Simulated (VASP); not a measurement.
# Au (I4/mmm) in VASP: further runs

Au is run at these levels: PBEsol; tasks: single point.

Everything below comes from runs of VASP 6.6.1. Logs are shortened: lines on timing, memory, paths and dates and some standing lists are left out, and cuts for length are marked.

## (1) The cell of the first run

Symmetry: I4/mmm, No. 139, tetragonal system. Conventional cell: a = 2.936 Å, b = 2.936 Å, c = 3.968 Å, α = 90.00°, β = 90.00°, γ = 90.00°. Within 3.8 Å of Au (site symmetry 4/mmm) lie 12 Au at 2.87 to 2.94 Å.

## (2) Single point, PBEsol (strain +0.015 along x and y, -0.030 along z)

INCAR

```
PREC = Accurate
ENCUT = 520
EDIFF = 1E-6
ISMEAR = 0
SIGMA = 0.15
LREAL = False
LASPH = True
NELM = 80
ALGO = Normal
ISIF = 2
LWAVE = False
LCHARG = False
GGA = PS
NBANDS = 12
```

KPOINTS

```
Automatic mesh
0
Gamma
  20 20 20
```

POSCAR

```
Au
1.0
    0.0000000000      2.0761825000      1.9841350000
    2.0761825000      0.0000000000      1.9841350000
    2.0761825000      2.0761825000      0.0000000000
Au
1
Direct
    0.0000000000      0.0000000000      0.0000000000
```

Potentials or basis: VASP PAW PBE potentials, release 64 (Au).

Command:

```sh
> cat potpaw_PBE.64/Au/POTCAR > POTCAR
> mpirun -np 1 vasp_std > vasp.out
```

OUTCAR:

```text
PREC = Accurate
   ENCUT = 520
   EDIFF = 1E-6
   ISMEAR = 0
   LREAL = False
   LASPH = True
   NELM = 80
   ISIF = 2
   GGA = PS

 ion  position               nearest neighbor table
   1  0.000  0.000  0.000-

  LATTYP: Found a body centered tetragonal cell.
 ALAT       =     2.9361654495
 C/A-ratio  =     1.3515144389

  Lattice vectors:

 A1 = (   0.0000000000,  -2.0761825000,  -1.9841350000)
 A2 = (   0.0000000000,   2.0761825000,  -1.9841350000)
 A3 = (   2.0761825000,   0.0000000000,   1.9841350000)

Analysis of symmetry for initial positions (statically):
=====================================================================
 Subroutine PRICEL returns:
 Original cell was already a primitive cell.

 Routine SETGRP: Setting up the symmetry group for a
 body centered tetragonal supercell.

 Subroutine GETGRP returns: Found 16 space group operations
 (whereof 16 operations were pure point group operations)
 out of a pool of 16 trial point group operations.

The static configuration has the point symmetry D_4h.

Analysis of symmetry for dynamics (positions and initial velocities):
=====================================================================
 Subroutine PRICEL returns:
 Original cell was already a primitive cell.

 Routine SETGRP: Setting up the symmetry group for a
 body centered tetragonal supercell.

 Subroutine GETGRP returns: Found 16 space group operations
 (whereof 16 operations were pure point group operations)
 out of a pool of 16 trial point group operations.

The dynamic configuration has the point symmetry D_4h.

 Subroutine INISYM returns: Found 16 space group operations
 (whereof 16 operations are pure point group operations),
 and found     1 'primitive' translations

----------------------------------------------------------------------------------------

                                     Primitive cell

  volume of cell :      17.1054

  direct lattice vectors                    reciprocal lattice vectors
     0.000000000  2.076182500  1.984135000    -0.240826613  0.240826613  0.251998982
     2.076182500  0.000000000  1.984135000     0.240826613 -0.240826613  0.251998982
     2.076182500  2.076182500  0.000000000     0.240826613  0.240826613 -0.251998982

  length of vectors
     2.871815710  2.871815710  2.936165449     0.423672518  0.423672518  0.423672518

  position of ions in fractional coordinates (direct lattice)
     0.000000000  0.000000000  0.000000000

  ion indices of the primitive-cell ions
   primitive index   ion index
                 1           1

----------------------------------------------------------------------------------------

 KPOINTS: Automatic mesh

Automatic generation of k-mesh.
 Grid dimensions read from file:
 generate k-points for:   20   20   20

 Generating k-lattice:

  Cartesian coordinates                     Fractional coordinates (reciprocal lattice)
    -0.012041331  0.012041331  0.012599949     0.050000000  0.000000000  0.000000000
     0.012041331 -0.012041331  0.012599949     0.000000000  0.050000000  0.000000000
     0.012041331  0.012041331 -0.012599949    -0.000000000 -0.000000000  0.050000000

  Length of vectors
     0.021183626  0.021183626  0.021183626

  Shift w.r.t. Gamma in fractional coordinates (k-lattice)
     0.000000000  0.000000000  0.000000000

 Subroutine IBZKPT returns following result:
 ===========================================

 Found    641 irreducible k-points:

 Following reciprocal coordinates:
            Coordinates               Weight
  0.000000  0.000000  0.000000      1.000000
  0.050000  0.000000  0.000000      8.000000
  0.100000  0.000000  0.000000      8.000000
  0.150000  0.000000  0.000000      8.000000
  0.200000  0.000000  0.000000      8.000000
  0.250000 -0.000000  0.000000      8.000000
[... 16 lines left out ...]
 -0.400000  0.050000  0.000000      8.000000
 -0.350000  0.050000  0.000000      8.000000
 [... further k-points ...]
   k-points           NKPTS =    641   k-points in BZ     NKDIM =    641   number of bands    NBANDS=     12
   number of dos      NEDOS =    301   number of ions     NIONS =      1
   total plane-waves  NPLWV =  13824
   dimension x,y,z NGX =    24 NGY =   24 NGZ =   24
   dimension x,y,z NGXF=    48 NGYF=   48 NGZF=   48
   ions per type =               1
   NGX,Y,Z   is equivalent  to a cutoff of  13.89, 13.89, 13.59 a.u.
   NGXF,Y,Z  is equivalent  to a cutoff of  27.79, 27.79, 27.18 a.u.
 SYSTEM =  unknown system
   PREC   = accura    normal or accurate (medium, high low for compatibility)
   ISTART =      0    job   : 0-new  1-cont  2-samecut
   ICHARG =      2    charge: 1-file 2-atom 10-const
   ISPIN  =      1    spin polarized calculation?
   LNONCOLLINEAR =      F non collinear calculations
   LSORBIT =      F    spin-orbit coupling
   LASPH  =      T    aspherical Exc in radial PAW
   ENCUT  =  520.0 eV  38.22 Ry    6.18 a.u.   5.34  5.34  5.46*2*pi/ulx,y,z
   NELM   =     80;   NELMIN=  2; NELMDL= -5     # of ELM steps
   EDIFF  = 0.1E-05   stopping-criterion for ELM
   LREAL  =      F    real-space projection
   EDIFFG = 0.1E-04   stopping-criterion for IOM
   NSW    =      0    number of steps for IOM
   IBRION =     -1    ionic relax: 0-MD 1-quasi-New 2-CG
   NFREE  =      0    steps in history (QN), initial steepest desc. (CG)
   ISIF   =      2    stress and relaxation
   ISYM   =      2    0-nonsym 1-usesym 2-fastsym
   POTIM  = 0.5000    time-step for ionic-motion
   TEBEG  =    0.0;   TEEND  =   0.0 temperature during run
   PSTRESS=    0.0 pullay stress
   NELECT =      11.0000    total number of electrons
   NUPDOWN=      -1.0000    fix difference up-down
   EMIN   =  10.00;   EMAX   =-10.00  energy-range for DOS
   EFERMI =   0.00;   METHOD = LEGACY
   ISMEAR =     0;   SIGMA  =   0.15  broadening in eV -4-tet -1-fermi 0-gaus
   EFERMI_NEDOS =   21; number of points for ismear=-14 and -15
   IALGO  =     38    algorithm
   IMIX   =      4    mixing-type and parameters
     AMIX     =   0.40;   BMIX     =  1.00
     AMIX_MAG =   1.60;   BMIX_MAG =  1.00
  volume/ion in A,a.u.               =      17.11       115.43
  Fermi-wavevector in a.u.,A,eV,Ry     =   1.413063  2.670303 27.167407  1.996748
  Thomas-Fermi vector in A             =   2.534748
   LORBIT       =      0    0 simple, 1 ext, 2 COOP (PROOUT), +10 PAW based schemes
   GGA     = PS    functional components
   LHFCALC =     F    Hartree Fock is set to
   AEXX    =    0.0000 exact exchange contribution
   IVDW    =     0    specifies the selected vdW correction
   LEPSILON=     F    determine dielectric tensor
   LRPA    =     F    only Hartree local field effects (RPA)
 non-spin polarized calculation
 Gauss-broadening in eV      SIGMA  =   0.15
  energy-cutoff  :      520.00
  volume of cell :       17.11
 maximum number of plane-waves:       487
 NGX is ok and might be reduce to    24
   NGX = 11   NGY = 11   NGZ = 11

 number of electron      10.9999999 magnetization

 Free energy of the ion-electron system (eV)
  ---------------------------------------------------
  ext. energy  EPLUGINS =         0.00000000
  ---------------------------------------------------
  free energy    TOTEN  =        -3.92353436 eV

  energy without entropy =       -3.92024316  energy(sigma->0) =       -3.92188876

 E-fermi :   9.2175     XC(G=0): -12.8625

 val. band max:        9.1870930477   @ k =   0.4500   0.3000   0.0000
 cond. band min:       9.2286126150   @ k =   0.5000  -0.0000   0.1000
 fundamental gap:      0.0415195673
 Fermi energy:         9.2175391556

 k-point     1 :       0.0000    0.0000    0.0000
  band No.  band energies     occupation
      1      -0.6647      2.00000
      2       4.4356      2.00000
      3       4.4356      2.00000
      4       4.8221      2.00000
      5       5.8540      2.00000
      6       6.2786      2.00000
      7      23.7530      0.00000
      8      27.4353      0.00000
      9      27.4353      0.00000
     10      28.2287      0.00000
     11      32.5868      0.00000
     12      36.5787      0.00000

 k-point     2 :       0.0500    0.0000    0.0000
  band No.  band energies     occupation
      1      -0.5773      2.00000
      2       4.4288      2.00000
      3       4.4661      2.00000
      4       4.8294      2.00000
      5       5.8447      2.00000
      6       6.2603      2.00000
      7      23.8566      0.00000
      8      27.0179      0.00000
      9      27.5397      0.00000
     10      28.1474      0.00000
     11      33.1123      0.00000
     12      35.6131      0.00000

 k-point     3 :       0.1000    0.0000    0.0000
  band No.  band energies     occupation
      1      -0.3207      2.00000
      2       4.3947      2.00000
      3       4.5461      2.00000
      4       4.8679      2.00000
      5       5.8291      2.00000
      6       6.2146      2.00000
      7      24.1108      0.00000
      8      25.8114      0.00000
      9      27.8396      0.00000
     10      28.3516      0.00000
     11      33.0904      0.00000
     12      35.1341      0.00000

 k-point     4 :       0.1500    0.0000    0.0000
  band No.  band energies     occupation
      1       0.0861      2.00000
      2       4.3345      2.00000
      3       4.6384      2.00000
      4       4.9432      2.00000
      5       5.8467      2.00000
      6       6.1722      2.00000
      7      23.8689      0.00000
      8      24.8233      0.00000
      9      28.2875      0.00000
     10      28.7620      0.00000
     11      31.7693      0.00000
     12      33.8149      0.00000

 k-point     5 :       0.2000    0.0000    0.0000
  band No.  band energies     occupation
      1       0.6009      2.00000
      2       4.3046      2.00000
      3       4.6870      2.00000
      4       5.0107      2.00000
      5       5.9542      2.00000
      6       6.1840      2.00000
      7      22.2358      0.00000
      8      24.9040      0.00000
      9      28.7569      0.00000
     10      29.1877      0.00000
     11      30.8787      0.00000
     12      32.4746      0.00000
[... 228 lines left out ...]
      1       1.9862      2.00000
      2       4.3868      2.00000
      3       4.6701      2.00000
      4       6.7265      2.00000
      5       7.3719      2.00000
      6       8.6476      2.00000
      7      12.3256      0.00000
      8      23.1971      0.00000
      9      25.5962      0.00000
     10      26.5599      0.00000
     11      33.6375      0.00000
     12      34.2090      0.00000

 k-point    22 :      -0.4500    0.0500    0.0000
  band No.  band energies     occupation
      1       1.9857      2.00000
      2       4.3894      2.00000
      3       4.6779      2.00000
      4       6.7443      2.00000
      5       7.2807      2.00000
      6       8.4036      2.00000
      7      12.6584      0.00000
      8      23.2373      0.00000
      9      25.8915      0.00000
     10      26.3637      0.00000
     11      33.6573      0.00000
     12      33.9420      0.00000

 k-point    23 :      -0.4000    0.0500    0.0000
  band No.  band energies     occupation
      1       1.9764      2.00000
      2       4.4305      2.00000
      3       4.7259      2.00000
      4       6.3906      2.00000
      5       7.0611      2.00000
      6       7.6512      2.00000
      7      14.0760      0.00000
      8      23.4476      0.00000
      9      26.4486      0.00000
     10      26.5414      0.00000
     11      33.3220      0.00000
     12      33.3667      0.00000

 k-point    24 :      -0.3500    0.0500    0.0000
  band No.  band energies     occupation
      1       1.9189      2.00000
      2       4.5050      2.00000
      3       4.8061      2.00000
      4       5.6248      2.00000
      5       6.7508      2.00000
      6       7.1730      2.00000
      7      15.8772      0.00000
      8      23.8128      0.00000
      9      26.7605      0.00000
     10      27.5095      0.00000
     11      32.3723      0.00000
     12      32.7827      0.00000

 [... further k-points ...]

------------------------ aborting loop because EDIFF is reached ----------------------------------------

  FORCE on cell =-STRESS in cart. coord.  units (eV):
  Direction    XX          YY          ZZ          XY          YZ          ZX
  --------------------------------------------------------------------------------------
  -------------------------------------------------------------------------------------
  Total       -0.1583656     -0.1583656     -0.0289401      0.0000000     -0.0000000     -0.0000000
  in kB      -14.8333435    -14.8333435     -2.7106852      0.0000000     -0.0000000     -0.0000000
  external PRESSURE =     -10.7924574 kB  Pullay stress =       0.0000000 kB

 VOLUME and BASIS-vectors are now :
 -----------------------------------------------------------------------------
  energy-cutoff  :      520.00
  volume of cell :       17.11
      direct lattice vectors                 reciprocal lattice vectors
     0.000000000  2.076182500  1.984135000    -0.240826613  0.240826613  0.251998982
     2.076182500  0.000000000  1.984135000     0.240826613 -0.240826613  0.251998982
     2.076182500  2.076182500  0.000000000     0.240826613  0.240826613 -0.251998982

 POSITION                                       TOTAL-FORCE (eV/Angst)
 -----------------------------------------------------------------------------------
      0.00000      0.00000      0.00000         0.000000     -0.000000      0.000000
 -----------------------------------------------------------------------------------
    total drift:                               -0.000000      0.000000      0.000000

  FREE ENERGIE OF THE ION-ELECTRON SYSTEM (eV)
  ---------------------------------------------------
  free  energy   TOTEN  =        -3.9235343619 eV

  energy  without entropy=       -3.9202431614  energy(sigma->0) =       -3.92188876
```

Run time: 79 s. Hardware: 1 thread of AMD EPYC 9R45 (Zen 5), shared host; peak memory 0.22 GiB.

Results:

* Free energy: -3.9235 eV
* Pressure: -1.1 GPa
* Band gap on the k mesh: zero (an odd number of electrons rules out a gap without spin polarisation)

Stress tensor (GPa, compression positive):
```
-1.48  0.00  0.00
 0.00 -1.48  0.00
 0.00  0.00 -0.27
```

Levels at points of the mesh, in eV from the Fermi level:
```csv
k point,band 4,band 5,band 6,band 7,band 8,band 9
"(0.00, 0.00, 0.00)",-4.40,-3.36,-2.94,14.54,18.22,18.22
"(0.50, 0.00, 0.00)",-2.05,-1.85,-1.00,3.04,13.86,16.57
"(0.50, 0.50, 0.00)",-1.61,-1.61,1.50,6.41,9.42,9.42
"(0.50, 0.00, 0.50)",-1.79,-1.49,0.71,5.38,10.17,10.28
```

Caveat: the cell differs from its parent crystal (strain +0.015 along x and y, -0.030 along z); the PAW data sets were made with another functional, which shifts forces and pressure a little; spin-orbit coupling is left out, which moves the levels of the heavy elements.

(Part 1 of 2 ends here.)
